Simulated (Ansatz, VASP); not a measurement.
**NaAl in VASP and in Ansatz**

```
CELL_PARAMETERS angstrom
3.65738 0.00000 0.00000
-1.82869 3.16738 0.00000
0.00000 0.00000 5.04466
ATOMIC_POSITIONS crystal
Na 0.00000 0.00000 0.00000
Na 0.00000 0.00000 0.50000
Al 0.33333 0.66667 0.25000
Al 0.66667 0.33333 0.75000
```

Change from the starting cell: species swapped into the CoTe type (P6_3/mmc, No. 194).

Alike in both runs: task relaxation of cell and atoms; functional PBE; k mesh 6 × 6 × 4; occupations gaussian, width 0.1 eV; no spin polarisation.

|  | VASP | Ansatz |
| --- | --- | --- |
| version | VASP 6.6.1 | Ansatz 0.2.0 |
| potentials or method | VASP PAW PBE potentials, release 64 (Na_pv, Al), cutoff 600 eV | scalar-relativistic, plane waves, PAW |
| valence electrons in the cell | 20 | 24 |

VASP gave:

| Property | Result |
| --- | --- |
| gap on the k mesh at the Fermi level, each at its own relaxed structure (eV) | none |
| relaxed volume (Å³/atom) | 29.53 |
| relaxed length of the cell vector where the two differ most in proportion (Å) | 6.303 |

Task: Which values does Ansatz return?

Result: gap on the k mesh at the Fermi level, each at its own relaxed structure (eV): none; relaxed volume (Å³/atom): 23.26; relaxed length of the cell vector where the two differ most in proportion (Å): 10.440.

A gap of «none» marks a metal or a gap that the smearing closes. One of these differences is far larger than is usual between the two programs; its cause wasn't traced. VASP's potentials hold 20 valence electrons a cell and Ansatz's 24, so a difference there can come from the potentials and not from the codes.

Noted on VASP's run: the volume moved by over 15 % at a fixed basis, so the end points are rough.
